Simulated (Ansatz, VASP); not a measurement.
Two plane-wave programs on CdS

The input INCAR:

```
SYSTEM = CdS
PREC = Accurate ; ENCUT = 500
EDIFF = 1E-6 ; ISMEAR = 0
SIGMA = 0.1 ; LREAL = .FALSE.
LASPH = .TRUE. ; NELM = 120
ALGO = Normal ; ISIF = 2
LWAVE = .FALSE. ; LCHARG = .FALSE.
GGA = PS ; NBANDS = 16
GGA_COMPAT = .FALSE.
```

Contents of KPOINTS:

```
Automatic mesh
0
G
  6 6 6
  0 0 0
```

Contents of POSCAR:

```
CdS
1.0
    0.0000000000      2.9429534649      2.9429534649
    2.9429534649      0.0000000000      2.9429534649
    2.9429534649      2.9429534649      0.0000000000
Cd S
1 1
Direct
    0.0000000000      0.0000000000      0.0000000000
    0.2500000000      0.2500000000      0.2500000000
```

Input for Ansatz:

```yaml
crystal:
  lattice:
    - [0.0, 2.9429534649, 2.9429534649]
    - [2.9429534649, 0.0, 2.9429534649]
    - [2.9429534649, 2.9429534649, 0.0]
  atoms:
    - { symbol: Cd, position: [0.0, 0.0, 0.0] }
    - { symbol: S, position: [0.25, 0.25, 0.25] }
basis:
  ecutwfc: 420
kpoints:
  mp_grid: { grid: [6, 6, 6] }
hamiltonian:
  xc: pbesol
scf:
  occupations: { method: gaussian, width: 0.1 }
output:
  forces: true
  stress: true
  eigenvalues: true
```

Alike in both runs: task single point; functional PBEsol; k mesh 6 × 6 × 6; occupations gaussian, width 0.1 eV; no spin polarisation.

|  | VASP | Ansatz |
| --- | --- | --- |
| version | VASP 6.6.1 | Ansatz 0.2.0 |
| potentials or method | VASP PAW PBE potentials, release 64 (Cd, S), cutoff 500 eV | scalar-relativistic, plane waves, PAW |
| valence electrons in the cell | 18 | 26 |

|  | VASP | Ansatz | Ansatz less VASP |
| --- | --- | --- | --- |
| gap on the k mesh at the Fermi level (eV) | 0.95 | 0.95 | -0.003 |
| least direct gap on the mesh (eV) | 0.95 | 0.95 | -0.003 |
| pressure (GPa) | -1.5 | -1.8 | -0.34 |

VASP's potentials were made for PBE, not for PBEsol. The functional is the same, so the differences come from potentials, cutoffs and numerics. VASP's potentials hold 18 valence electrons a cell and Ansatz's 26, so a difference there can come from the potentials and not from the codes.
